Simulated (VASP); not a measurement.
Here is a VASP 6.6.1 calculation.

INCAR

```
PREC = Accurate
ENCUT = 600
EDIFF = 1E-6
ISMEAR = 0
SIGMA = 0.02
LREAL = False
LASPH = True
NELM = 120
ALGO = Normal
ISIF = 2
LWAVE = False
LCHARG = False
NBANDS = 28
GGA_COMPAT = False
```

The input KPOINTS:

```
Automatic mesh
0
Gamma
  8 8 8
```

Contents of POSCAR:

```
SrTiO3
1.0
    4.0685612919      0.0000000000      0.0000000000
    0.0000000000      4.0685612919      0.0000000000
    0.0000000000      0.0000000000      3.7517360339
Sr O Ti
1 3 1
Direct
    0.0000000000      0.0000000000      0.0000000000
    0.5000000000      0.5000000000      0.0000000000
    0.0000000000      0.5000000000      0.5000000000
    0.5000000000      0.0000000000      0.5000000000
    0.5000000000      0.5000000000      0.5000000000
```

Potentials or basis: VASP PAW LDA potentials, release 64 (Sr_sv, O, Ti_sv).

The run is started by

```bash
$ cat potpaw_LDA.64/Sr_sv/POTCAR potpaw_LDA.64/O/POTCAR potpaw_LDA.64/Ti_sv/POTCAR > POTCAR
$ mpirun -np 1 vasp_std > vasp.out
```

Predict the band gap on the k mesh.

1.59 eV (least direct gap 1.92 eV).

Predict the pressure.

-11.4 GPa.

Stress tensor (GPa, compression positive):
```
-17.50   0.00   0.00
  0.00 -17.50   0.00
  0.00   0.00   0.86
```

Caveat: the cell stands under tension. A k mesh can miss the band edges.
